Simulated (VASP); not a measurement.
# SnTe (Fm-3m) in VASP: further runs

Runs on SnTe. Level: PBE. Tasks: single point.

Everything below comes from runs of VASP 6.6.1. Logs are shortened: lines on timing, memory, paths and dates and some standing lists are left out, and cuts for length are marked.

## (1) The cell of the first run

The structure is cubic, space group Fm-3m (No. 225). The conventional cell has a = 6.313 Å, b = 6.313 Å, c = 6.313 Å, α = 90.00°, β = 90.00°, γ = 90.00°. Sn (site symmetry m-3m) has 6 Te at 3.16 Å within 4.2 Å. Within 4.2 Å of Te (site symmetry m-3m) lie 6 Sn at 3.16 Å.

## (2) Single point, PBE

INCAR reads:

```
SYSTEM = SnTe
PREC     = Accurate       ! precision mode
ENCUT    = 520            ! plane-wave cutoff, eV
EDIFF    = 1E-6           ! SCF threshold, eV
ISMEAR   = -1             ! smearing method
SIGMA    = 0.08           ! smearing width, eV
LREAL    = .FALSE.        ! projectors in reciprocal space
LASPH    = .TRUE.         ! aspherical terms in the spheres
NELM     = 100            ! most SCF steps
ALGO     = Normal         ! electronic algorithm
ISIF     = 2              ! what is computed and relaxed
LWAVE    = .FALSE.        ! write WAVECAR
LCHARG   = .FALSE.        ! write CHGCAR
GGA      = PE             ! functional
NBANDS   = 17             ! bands
```

KPOINTS reads:

```
regular mesh
0
G
  11 11 11
  0 0 0
```

POSCAR reads:

```
SnTe
1.0
    0.0000000000      3.1565000000      3.1565000000
    3.1565000000      0.0000000000      3.1565000000
    3.1565000000      3.1565000000      0.0000000000
Sn Te
1 1
Direct
    0.0000000000      0.0000000000      0.0000000000
    0.5000000000      0.5000000000      0.5000000000
```

Potentials or basis: VASP PAW PBE potentials, release 64 (Sn_d, Te).

On the command line:

```
> cat potpaw_PBE.64/Sn_d/POTCAR potpaw_PBE.64/Te/POTCAR > POTCAR
> mpirun -np 1 vasp_std > vasp.out
```

OUTCAR:

```text
SYSTEM = SnTe
   PREC = Accurate
   ENCUT = 520
   EDIFF = 1E-6
   ISMEAR = -1
   LREAL = .FALSE.
   LASPH = .TRUE.
   NELM = 100
   ISIF = 2
   GGA = PE

 ion  position               nearest neighbor table
   1  0.000  0.000  0.000-   2 3.16   2 3.16   2 3.16   2 3.16   2 3.16   2 3.16
   2  0.500  0.500  0.500-   1 3.16   1 3.16   1 3.16   1 3.16   1 3.16   1 3.16

  LATTYP: Found a face centered cubic cell.
 ALAT       =     6.3130000000

  Lattice vectors:

 A1 = (   0.0000000000,   3.1565000000,   3.1565000000)
 A2 = (   3.1565000000,   0.0000000000,   3.1565000000)
 A3 = (   3.1565000000,   3.1565000000,   0.0000000000)

Analysis of symmetry for initial positions (statically):
=====================================================================
 Subroutine PRICEL returns:
 Original cell was already a primitive cell.

 Routine SETGRP: Setting up the symmetry group for a
 face centered cubic supercell.

 Subroutine GETGRP returns: Found 48 space group operations
 (whereof 48 operations were pure point group operations)
 out of a pool of 48 trial point group operations.

The static configuration has the point symmetry O_h .

Analysis of symmetry for dynamics (positions and initial velocities):
=====================================================================
 Subroutine PRICEL returns:
 Original cell was already a primitive cell.

 Routine SETGRP: Setting up the symmetry group for a
 face centered cubic supercell.

 Subroutine GETGRP returns: Found 48 space group operations
 (whereof 48 operations were pure point group operations)
 out of a pool of 48 trial point group operations.

The dynamic configuration has the point symmetry O_h .

 Subroutine INISYM returns: Found 48 space group operations
 (whereof 48 operations are pure point group operations),
 and found     1 'primitive' translations

----------------------------------------------------------------------------------------

                                     Primitive cell

  volume of cell :      62.8995

  direct lattice vectors                    reciprocal lattice vectors
     0.000000000  3.156500000  3.156500000    -0.158403295  0.158403295  0.158403295
     3.156500000  0.000000000  3.156500000     0.158403295 -0.158403295  0.158403295
     3.156500000  3.156500000  0.000000000     0.158403295  0.158403295 -0.158403295

  length of vectors
     4.463965110  4.463965110  4.463965110     0.274362555  0.274362555  0.274362555

  position of ions in fractional coordinates (direct lattice)
     0.000000000  0.000000000  0.000000000
     0.500000000  0.500000000  0.500000000

  ion indices of the primitive-cell ions
   primitive index   ion index
                 1           1
                 2           2

----------------------------------------------------------------------------------------

 KPOINTS: regular mesh

Automatic generation of k-mesh.
 Grid dimensions read from file:
 generate k-points for:   11   11   11

 Generating k-lattice:

  Cartesian coordinates                     Fractional coordinates (reciprocal lattice)
    -0.014400300  0.014400300  0.014400300     0.090909091  0.000000000  0.000000000
     0.014400300 -0.014400300  0.014400300     0.000000000  0.090909091  0.000000000
     0.014400300  0.014400300 -0.014400300     0.000000000  0.000000000  0.090909091

  Length of vectors
     0.024942050  0.024942050  0.024942050

  Shift w.r.t. Gamma in fractional coordinates (k-lattice)
     0.000000000  0.000000000  0.000000000

 Subroutine IBZKPT returns following result:
 ===========================================

 Found     56 irreducible k-points:

 Following reciprocal coordinates:
            Coordinates               Weight
  0.000000  0.000000  0.000000      1.000000
  0.090909  0.000000  0.000000      8.000000
  0.181818  0.000000  0.000000      8.000000
  0.272727  0.000000  0.000000      8.000000
  0.363636  0.000000  0.000000      8.000000
  0.454545  0.000000  0.000000      8.000000
[... 16 lines left out ...]
 -0.272727  0.181818  0.000000     24.000000
 -0.181818  0.181818  0.000000     12.000000
 [... further k-points ...]
   k-points           NKPTS =     56   k-points in BZ     NKDIM =     56   number of bands    NBANDS=     17
   number of dos      NEDOS =    301   number of ions     NIONS =      2
   total plane-waves  NPLWV =  46656
   dimension x,y,z NGX =    36 NGY =   36 NGZ =   36
   dimension x,y,z NGXF=    72 NGYF=   72 NGZF=   72
   ions per type =               1   1
   NGX,Y,Z   is equivalent  to a cutoff of  13.41, 13.41, 13.41 a.u.
   NGXF,Y,Z  is equivalent  to a cutoff of  26.81, 26.81, 26.81 a.u.
 SYSTEM =  SnTe
   PREC   = accura    normal or accurate (medium, high low for compatibility)
   ISTART =      0    job   : 0-new  1-cont  2-samecut
   ICHARG =      2    charge: 1-file 2-atom 10-const
   ISPIN  =      1    spin polarized calculation?
   LNONCOLLINEAR =      F non collinear calculations
   LSORBIT =      F    spin-orbit coupling
   LASPH  =      T    aspherical Exc in radial PAW
   ENCUT  =  520.0 eV  38.22 Ry    6.18 a.u.   8.30  8.30  8.30*2*pi/ulx,y,z
   NELM   =    100;   NELMIN=  2; NELMDL= -5     # of ELM steps
   EDIFF  = 0.1E-05   stopping-criterion for ELM
   LREAL  =      F    real-space projection
   EDIFFG = 0.1E-04   stopping-criterion for IOM
   NSW    =      0    number of steps for IOM
   IBRION =     -1    ionic relax: 0-MD 1-quasi-New 2-CG
   NFREE  =      0    steps in history (QN), initial steepest desc. (CG)
   ISIF   =      2    stress and relaxation
   ISYM   =      2    0-nonsym 1-usesym 2-fastsym
   POTIM  = 0.5000    time-step for ionic-motion
   TEBEG  =    0.0;   TEEND  =   0.0 temperature during run
   PSTRESS=    0.0 pullay stress
   NELECT =      20.0000    total number of electrons
   NUPDOWN=      -1.0000    fix difference up-down
   EMIN   =  10.00;   EMAX   =-10.00  energy-range for DOS
   EFERMI =   0.00;   METHOD = LEGACY
   ISMEAR =    -1;   SIGMA  =   0.08  broadening in eV -4-tet -1-fermi 0-gaus
   EFERMI_NEDOS =   21; number of points for ismear=-14 and -15
   IALGO  =     38    algorithm
   IMIX   =      4    mixing-type and parameters
     AMIX     =   0.40;   BMIX     =  1.00
     AMIX_MAG =   1.60;   BMIX_MAG =  1.00
  volume/ion in A,a.u.               =      31.45       212.23
  Fermi-wavevector in a.u.,A,eV,Ry     =   1.117384  2.111549 16.987507  1.248547
  Thomas-Fermi vector in A             =   2.254006
   LORBIT       =      0    0 simple, 1 ext, 2 COOP (PROOUT), +10 PAW based schemes
   GGA     = PE    functional components
   LHFCALC =     F    Hartree Fock is set to
   AEXX    =    0.0000 exact exchange contribution
   IVDW    =     0    specifies the selected vdW correction
   LEPSILON=     F    determine dielectric tensor
   LRPA    =     F    only Hartree local field effects (RPA)
 non-spin polarized calculation
  energy-cutoff  :      520.00
  volume of cell :       62.90
 maximum number of plane-waves:      1715
 NGX is ok and might be reduce to    36
   NGX = 17   NGY = 17   NGZ = 17

 number of electron      19.9999999 magnetization

 Free energy of the ion-electron system (eV)
  ---------------------------------------------------
  ext. energy  EPLUGINS =         0.00000000
  ---------------------------------------------------
  free energy    TOTEN  =        -7.54824636 eV

  energy without entropy =       -7.54663136  energy(sigma->0) =       -7.54743886

 E-fermi :   6.9136     XC(G=0):  -9.4695

 val. band max:        6.7481153391   @ k =   0.4545   0.0000   0.0000
 cond. band min:       7.1701313531   @ k =   0.4545   0.0000   0.0000
 fundamental gap:      0.4220160140
 Fermi energy:         6.9135775514

 k-point     1 :       0.0000    0.0000    0.0000
  band No.  band energies     occupation
      1     -15.0073      2.00000
      2     -15.0073      2.00000
      3     -15.0019      2.00000
      4     -15.0019      2.00000
      5     -15.0019      2.00000
      6      -5.8734      2.00000
[... 9 lines left out ...]
     16      11.6511      0.00000
     17      13.7342      0.00000

 k-point     2 :       0.0909    0.0000    0.0000
  band No.  band energies     occupation
      1     -15.0076      2.00000
      2     -15.0076      2.00000
      3     -15.0018      2.00000
      4     -15.0015      2.00000
      5     -15.0015      2.00000
      6      -5.8039      2.00000
[... 9 lines left out ...]
     16      11.8244      0.00000
     17      14.2888      0.00000

 k-point     3 :       0.1818    0.0000    0.0000
  band No.  band energies     occupation
      1     -15.0086      2.00000
      2     -15.0086      2.00000
      3     -15.0014      2.00000
      4     -15.0001      2.00000
      5     -15.0001      2.00000
      6      -5.6017      2.00000
[... 9 lines left out ...]
     16      12.3078      0.00000
     17      15.5243      0.00000

 k-point     4 :       0.2727    0.0000    0.0000
  band No.  band energies     occupation
      1     -15.0100      2.00000
      2     -15.0100      2.00000
      3     -15.0010      2.00000
      4     -14.9981      2.00000
      5     -14.9981      2.00000
      6      -5.2899      2.00000
[... 9 lines left out ...]
     16      13.0718      0.00000
     17      17.0821      0.00000

 k-point     5 :       0.3636    0.0000    0.0000
  band No.  band energies     occupation
      1     -15.0114      2.00000
      2     -15.0114      2.00000
      3     -15.0006      2.00000
      4     -14.9963      2.00000
      5     -14.9963      2.00000
      6      -4.9270      2.00000
[... 9 lines left out ...]
     16      14.0862      0.00000
     17      17.3105      0.00000

 k-point     6 :       0.4545    0.0000    0.0000
  band No.  band energies     occupation
      1     -15.0123      2.00000
      2     -15.0123      2.00000
      3     -15.0004      2.00000
      4     -14.9952      2.00000
      5     -14.9952      2.00000
      6      -4.6484      2.00000
[... 9 lines left out ...]
     16      15.2894      0.00000
     17      16.0449      0.00000

 k-point     7 :       0.0909    0.0909    0.0000
  band No.  band energies     occupation
      1     -15.0084      2.00000
      2     -15.0069      2.00000
      3     -15.0022      2.00000
      4     -15.0011      2.00000
      5     -15.0011      2.00000
      6      -5.7809      2.00000
[... 9 lines left out ...]
     16      12.1268      0.00000
     17      13.8329      0.00000

 k-point     8 :       0.1818    0.0909    0.0000
  band No.  band energies     occupation
      1     -15.0098      2.00000
      2     -15.0071      2.00000
      3     -15.0022      2.00000
      4     -15.0001      2.00000
      5     -14.9998      2.00000
      6      -5.6232      2.00000
[... 9 lines left out ...]
     16      12.6743      0.00000
     17      14.4775      0.00000
[... 203 lines left out ...]
      1     -15.0151      2.00000
      2     -15.0071      2.00000
      3     -15.0023      2.00000
      4     -14.9965      2.00000
      5     -14.9954      2.00000
      6      -4.9722      2.00000
[... 9 lines left out ...]
     16      15.0143      0.00000
     17      16.2640      0.00000

 k-point    20 :       0.4545    0.1818    0.0000
  band No.  band energies     occupation
      1     -15.0156      2.00000
      2     -15.0086      2.00000
      3     -15.0010      2.00000
      4     -14.9960      2.00000
      5     -14.9943      2.00000
      6      -4.6539      2.00000
[... 9 lines left out ...]
     16      16.0847      0.00000
     17      16.0942      0.00000

 k-point    21 :      -0.4545    0.1818    0.0000
  band No.  band energies     occupation
      1     -15.0151      2.00000
      2     -15.0100      2.00000
      3     -14.9996      2.00000
      4     -14.9960      2.00000
      5     -14.9943      2.00000
      6      -4.4767      2.00000
[... 9 lines left out ...]
     16      15.2079      0.00000
     17      16.9697      0.00000

 k-point    22 :      -0.3636    0.1818    0.0000
  band No.  band energies     occupation
      1     -15.0136      2.00000
      2     -15.0109      2.00000
      3     -14.9990      2.00000
      4     -14.9963      2.00000
      5     -14.9954      2.00000
      6      -4.5701      2.00000
[... 9 lines left out ...]
     16      14.2526      0.00000
     17      17.0945      0.00000

 k-point    23 :      -0.2727    0.1818    0.0000
  band No.  band energies     occupation
      1     -15.0116      2.00000
      2     -15.0112      2.00000
      3     -14.9997      2.00000
      4     -14.9971      2.00000
      5     -14.9964      2.00000
      6      -4.8617      2.00000
[... 9 lines left out ...]
     16      15.4704      0.00000
     17      16.1229      0.00000

 k-point    24 :      -0.1818    0.1818    0.0000
  band No.  band energies     occupation
      1     -15.0108      2.00000
      2     -15.0097      2.00000
      3     -15.0007      2.00000
      4     -14.9987      2.00000
      5     -14.9971      2.00000
      6      -5.1890      2.00000
[... 9 lines left out ...]
     16      14.7466      0.00000
     17      14.8856      0.00000

 [... further k-points ...]
[... 5 lines left out ...]
  --------------------------------------------------------------------------------------
  -------------------------------------------------------------------------------------
  Total        0.7686934      0.7686934      0.7686934      0.0000000      0.0000000      0.0000000
  in kB       19.5801654     19.5801654     19.5801654      0.0000000      0.0000000      0.0000000
  external PRESSURE =      19.5801654 kB  Pullay stress =       0.0000000 kB

 VOLUME and BASIS-vectors are now :
 -----------------------------------------------------------------------------
  energy-cutoff  :      520.00
  volume of cell :       62.90
      direct lattice vectors                 reciprocal lattice vectors
     0.000000000  3.156500000  3.156500000    -0.158403295  0.158403295  0.158403295
     3.156500000  0.000000000  3.156500000     0.158403295 -0.158403295  0.158403295
     3.156500000  3.156500000  0.000000000     0.158403295  0.158403295 -0.158403295

 POSITION                                       TOTAL-FORCE (eV/Angst)
 -----------------------------------------------------------------------------------
      0.00000      0.00000      0.00000        -0.000000      0.000000      0.000000
      3.15650      3.15650      3.15650         0.000000      0.000000     -0.000000
 -----------------------------------------------------------------------------------
    total drift:                               -0.000000      0.000000      0.000000

  FREE ENERGIE OF THE ION-ELECTRON SYSTEM (eV)
  ---------------------------------------------------
  free  energy   TOTEN  =        -7.5482463562 eV

  energy  without entropy=       -7.5466313558  energy(sigma->0) =       -7.54743886
```

Wall time 45 s (1 thread of Intel Xeon Platinum 8259CL at 2.50GHz (Skylake/Cascade Lake), shared host); peak memory 0.23 GiB.

Results:

```yaml
Free_energy: -7.5482 eV
Pressure: 2.0 GPa
```

Levels at points of the mesh, in eV from the Fermi level:
| k point | band 8 | band 9 | band 10 | band 11 | band 12 | band 13 |
| --- | --- | --- | --- | --- | --- | --- |
| (0.00, 0.00, 0.00) | -2.15 | -2.15 | -2.15 | 3.32 | 3.32 | 3.32 |

Caveat: this odd mesh misses L, where the gap lies, so gap, dielectric constants and Born charges aren't listed; spin-orbit coupling is left out, which moves the levels of the heavy elements.

## (3) Single point, PBE (volume scaled by 0.95)

INCAR reads:

```
ALGO = Normal
EDIFF = 1E-6
ENCUT = 520
GGA = PE
ISIF = 2
ISMEAR = -1
LASPH = T
LCHARG = T
LELF = T
LREAL = F
LVHAR = T
LWAVE = F
NBANDS = 17
NELM = 60
PREC = Accurate
SIGMA = 0.08
```

KPOINTS reads:

```
k-points
0
Gamma
  11 11 11
```

POSCAR reads:

```
SnTe
1.0
    0.0000000000      3.1029896626      3.1029896626
    3.1029896626      0.0000000000      3.1029896626
    3.1029896626      3.1029896626      0.0000000000
Sn Te
1 1
Direct
    0.0000000000      0.0000000000      0.0000000000
    0.5000000000      0.5000000000      0.5000000000
```

Potentials or basis: VASP PAW PBE potentials, release 64 (Sn_d, Te).

On the command line:

```
> cat potpaw_PBE.64/Sn_d/POTCAR potpaw_PBE.64/Te/POTCAR > POTCAR
> mpirun -np 1 vasp_std > vasp.out
```

Wall time 22 s (1 thread of Intel Xeon 6975P-C (Granite Rapids), shared host); peak memory 0.23 GiB.

The run converged. Its results:

```
Free energy : -7.4818 eV
Pressure    : 4.8 GPa
```

Levels at points of the mesh, in eV from the Fermi level:
```csv
k point,band 7,band 8,band 9,band 10,band 11,band 12,band 13,band 14
"(0.00, 0.00, 0.00)",-4.52,-2.31,-2.31,-2.31,3.41,3.41,3.41,4.63
```

Caveat: this odd mesh misses L, where the gap lies, so gap, dielectric constants and Born charges aren't listed; spin-orbit coupling is left out, which moves the levels of the heavy elements.
